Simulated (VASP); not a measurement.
Set up this calculation in VASP 6.6.1, as the native input.

| Quantity | Value |
| --- | --- |
| Task | single point |
| Functional | PBEsol |
| Potentials or basis | VASP PAW PBE potentials, release 64 (Tb) |
| Cutoff | 520 eV |
| k mesh | 8 × 8 × 8 |
| Occupations | fermi-dirac, width 0.136057 eV |
| Spin | no spin polarisation |
| Dipole correction | no |
| Further INCAR settings | ALGO = Normal; EDIFF = 1e-07; NBANDS = 26 |

The structure of Tb lies in POSCAR:

```
Tb
1.0
    0.0000000000      2.7416052540      2.7416052540
    2.7416052540      0.0000000000      2.7416052540
    2.7416052540      2.7416052540      0.0000000000
Tb
2
Direct
    0.0000000000      0.0000000000      0.0000000000
    0.2500000000      0.2500000000      0.2500000000
```

These files were run (other wordings do the same):

INCAR

```
SYSTEM = Tb
ALGO = Normal
EDIFF = 1E-7
ENCUT = 520
GGA = PS
ISIF = 2
ISMEAR = -1
LASPH = .TRUE.
LCHARG = .FALSE.
LREAL = .FALSE.
LWAVE = .FALSE.
NBANDS = 26
NELM = 80
PREC = Accurate
SIGMA = 0.13605693000000002
```

KPOINTS

```
k-points
0
G
  8 8 8
  0 0 0
```

Potentials or basis: VASP PAW PBE potentials, release 64 (Tb).

Command:

```console
$ cat potpaw_PBE.64/Tb/POTCAR > POTCAR
$ mpirun -np 1 vasp_std > vasp.out
```

It gave:

```
Pressure               : 1.9 GPa
Band gap on the k mesh : zero (band 19 reaches 3.97 eV, above the bottom of band 20 at 3.63 eV)
```

Caveat: the PAW data sets were made with another functional, which shifts forces and pressure a little; spin-orbit coupling is left out, which moves the levels of the heavy elements.

It took 2.9 min on 1 thread of Intel Xeon 6975P-C, with other jobs on the host, peak memory 0.19 GiB.
